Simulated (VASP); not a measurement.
Here is a VASP 6.6.1 calculation.

File POSCAR:

```
Ti
1.0
    2.9500000000      0.0000000000      0.0000000000
   -1.4750000000      2.5547749412      0.0000000000
    0.0000000000      0.0000000000      4.6800000000
Ti
2
Direct
    0.6666666667      0.3333333333      0.7500000000
    0.3333333333      0.6666666667      0.2500000000
```

File INCAR.step1:

```
ALGO = Normal
EDIFF = 1E-4
ENCUT = 520
GGA = PE
ISMEAR = -1
LASPH = True
LCHARG = False
LREAL = False
LWAVE = True
NBANDS = 19
NELM = 80
PREC = Accurate
SIGMA = 0.025
```

File INCAR.step2:

```
ALGO = Normal
BPARAM = 11.95
CPARAM = 0.0093
EDIFF = 1E-6
ENCUT = 520
ISIF = 2
ISMEAR = -1
ISTART = 1
IVDW_NL = 2
LASPH = True
LCHARG = False
LMIXTAU = True
LREAL = False
LUSE_VDW = True
LWAVE = False
METAGGA = R2SCAN
NBANDS = 19
NELM = 80
PREC = Accurate
SIGMA = 0.025
```

Contents of KPOINTS:

```
k-points
0
Gamma
  10 10 6
```

Potentials or basis: VASP PAW PBE potentials, release 64 (Ti_sv).

Run with:

```console
$ cat potpaw_PBE.64/Ti_sv/POTCAR > POTCAR
$ cp INCAR.step1 INCAR
$ mpirun -np 1 vasp_std > vasp.out
$ cp INCAR.step2 INCAR
$ mpirun -np 1 vasp_std > vasp.out
```

Predict the pressure.

-2.6 GPa.

Predict the band gap on the k mesh.

zero (bands 12 and 13 overlap by 1.21 eV).

Stress tensor (GPa, compression positive):
```
-2.38  0.00  0.00
 0.00 -2.38  0.00
 0.00  0.00 -3.05
```

Caveat: the PAW data sets were made with another functional, which shifts forces and pressure a little.
